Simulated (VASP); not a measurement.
AlNi: single point with PBEsol

Crystal: AlNi.

```
Al Ni
1.0
     2.86235    0.00000    0.00000
     0.00000    2.86235    0.00000
     0.00000    0.00000    2.86235
Al Ni
1 1
Direct
  0.50000 0.50000 0.50000
  0.00000 0.00000 0.00000
```

```yaml
Program: VASP 6.6.1
Task: single point
Functional: PBEsol
Potentials_or_basis: VASP PAW PBE potentials, release 64 (Al, Ni)
Cutoff: 520 eV
k_mesh: 18 × 18 × 18
Occupations: gaussian, width 0.1 eV
Spin: no spin polarisation
```

```
Pressure               : 0.1 GPa
Band gap on the k mesh : zero (an odd number of electrons rules out a gap without spin polarisation)
```

Levels at points of the mesh, in eV from the Fermi level:
| k point | band 5 | band 6 | band 7 | band 8 | band 9 | band 10 |
| --- | --- | --- | --- | --- | --- | --- |
| (0.00, 0.00, 0.00) | -1.59 | -1.59 | 5.57 | 5.57 | 5.57 | 8.20 |
| (0.50, 0.00, 0.00) | -2.31 | -1.50 | -0.67 | 8.31 | 10.08 | 10.08 |
| (0.50, 0.50, 0.00) | -2.14 | -2.14 | -1.05 | 1.49 | 2.58 | 12.49 |
| (0.50, 0.50, 0.50) | -1.02 | 1.95 | 1.95 | 1.95 | 3.89 | 4.55 |

Wall time 82 s on 1 thread of Intel Xeon 8259CL, with other jobs on the host, peak memory 0.2 GiB.

Caveat: the PAW data sets were made with another functional, which shifts forces and pressure a little. Spin polarisation is off, so any magnetic state and its effect on volume and gap are missing.
